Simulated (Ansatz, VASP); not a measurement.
One calculation of WC, two programs

Contents of INCAR:

```
SYSTEM = WC
  PREC = Accurate
  ENCUT = 600
  EDIFF = 1E-6
  ISMEAR = 0
  SIGMA = 0.1
  LREAL = .FALSE.
  LASPH = .TRUE.
  NELM = 60
  ALGO = Normal
  ISIF = 3
  LWAVE = .FALSE.
  LCHARG = .FALSE.
  GGA = PE
  IBRION = 2
  NSW = 100
  EDIFFG = -0.05
```

Contents of KPOINTS:

```
Automatic mesh
0
G
  9 9 8
  0 0 0
```

The input POSCAR:

```
WC
1.0
    2.8820700000      0.0000000000      0.0000000000
   -1.4410350000      2.4959458400      0.0000000000
    0.0000000000      0.0000000000      2.8238700000
W C
1 1
Direct
    0.0000000000      0.0000000000      0.0000000000
    0.6666666700      0.3333333300      0.5000000000
```

Input for Ansatz:

```yaml
crystal:
  lattice:
    - [2.88207, 0.0, 0.0]
    - [-1.441035, 2.49594584, 0.0]
    - [0.0, 0.0, 2.82387]
  atoms:
    - { symbol: W, position: [0.0, 0.0, 0.0] }
    - { symbol: C, position: [0.66666667, 0.33333333, 0.5] }
basis:
  ecutwfc: 420
kpoints:
  mp_grid: { grid: [9, 9, 8] }
hamiltonian:
  xc: pbe
  pseudopotentials: { kind: paw, azcp: { folder: soft_1 } }
scf:
  occupations: { method: gaussian, width: 0.1 }
output:
  forces: true
  stress: true
  eigenvalues: true
relax:
  adjacent_minimum: "off"
  f_tol: 0.05
  max_steps: 80
  cell: { stress_tol: 0.5 }
```

Alike in both runs: task relaxation of cell and atoms; functional PBE; k mesh 9 × 9 × 8; occupations gaussian, width 0.1 eV; no spin polarisation.

```csv
,VASP,Ansatz
version,VASP 6.6.1,Ansatz 0.2.0
potentials or method,"VASP PAW PBE potentials, release 64 (W_sv, C), cutoff 600 eV","scalar-relativistic, plane waves, PAW"
valence electrons in the cell,18,18
```

Ansatz gave:

```
gap on the k mesh at the Fermi level, each at its own relaxed structure (eV) : none
relaxed volume (Å³/atom)                                                     : 10.53
relaxed cell length with the largest relative difference (Å)                 : 2.846
```

Problem. Estimate VASP's values.

Solution. gap on the k mesh at the Fermi level, each at its own relaxed structure (eV): none; relaxed volume (Å³/atom): 10.55; relaxed cell length with the largest relative difference (Å): 2.848.

A gap of «none» marks a metal or a gap that the smearing closes.

Spin-orbit coupling is off throughout.
